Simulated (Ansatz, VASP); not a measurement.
**B in VASP and in Ansatz**

Contents of INCAR:

```
PREC     = Accurate       # precision mode
ENCUT    = 520            # plane-wave cutoff, eV
EDIFF    = 1E-7           # SCF threshold, eV
ISMEAR   = 0              # smearing method
SIGMA    = 0.1            # smearing width, eV
LREAL    = F              # projectors in reciprocal space
LASPH    = T              # aspherical terms in the spheres
NELM     = 60             # most SCF steps
ALGO     = Normal         # electronic algorithm
ISIF     = 2              # what is computed and relaxed
LWAVE    = F              # write WAVECAR
LCHARG   = T              # write CHGCAR
GGA      = PE             # functional
LELF     = T              # ELF
LVHAR    = T            
NBANDS   = 22             # bands
```

The input KPOINTS:

```
regular mesh
0
Gamma
  8 8 6
```

File POSCAR:

```
B
1.0
    2.0766756674     -2.9345423855      0.0000000000
    2.0766756674      2.9345423855      0.0000000000
    0.0000000000      0.0000000000      4.3205033588
B
8
Direct
    0.2493756521      0.2506243479      0.2500000000
    0.2493756521      0.7506243479      0.2500000000
    0.7493756521      0.2506243479      0.2500000000
    0.7493756521      0.7506243479      0.2500000000
    0.2506243479      0.2493756521      0.7500000000
    0.2506243479      0.7493756521      0.7500000000
    0.7506243479      0.2493756521      0.7500000000
    0.7506243479      0.7493756521      0.7500000000
```

Input for Ansatz:

```yaml
crystal:
  lattice:
    - [2.0766756674, -2.9345423855, 0.0]
    - [2.0766756674, 2.9345423855, 0.0]
    - [0.0, 0.0, 4.3205033588]
  atoms:
    - { symbol: B, position: [0.2493756521, 0.2506243479, 0.25] }
    - { symbol: B, position: [0.2493756521, 0.7506243479, 0.25] }
    - { symbol: B, position: [0.7493756521, 0.2506243479, 0.25] }
    - { symbol: B, position: [0.7493756521, 0.7506243479, 0.25] }
    - { symbol: B, position: [0.2506243479, 0.2493756521, 0.75] }
    - { symbol: B, position: [0.2506243479, 0.7493756521, 0.75] }
    - { symbol: B, position: [0.7506243479, 0.2493756521, 0.75] }
    - { symbol: B, position: [0.7506243479, 0.7493756521, 0.75] }
basis:
  ecutwfc: 420
kpoints:
  mp_grid: { grid: [8, 8, 6] }
hamiltonian:
  xc: pbe
scf:
  occupations: { method: gaussian, width: 0.1 }
output:
  forces: true
  stress: true
  eigenvalues: true
```

Alike in both runs: task single point; functional PBE; k mesh 8 × 8 × 6; occupations gaussian, width 0.1 eV; no spin polarisation.

|  | VASP | Ansatz |
| --- | --- | --- |
| version | VASP 6.6.1 | Ansatz 0.2.0 |
| potentials or method | VASP PAW PBE potentials, release 64 (B), cutoff 520 eV | scalar-relativistic, plane waves, PAW |
| valence electrons in the cell | 24 | 24 |

|  | VASP | Ansatz | Ansatz less VASP |
| --- | --- | --- | --- |
| gap on the k mesh at the Fermi level (eV) | none | none | - |
| pressure (GPa) | 0.1 | 0.1 | +0.01 |
| traceless stress, the component that is largest in VASP (GPa) | 0.49 | 0.58 | +0.086 |

A gap of «none» marks a metal or a gap that the smearing closes.
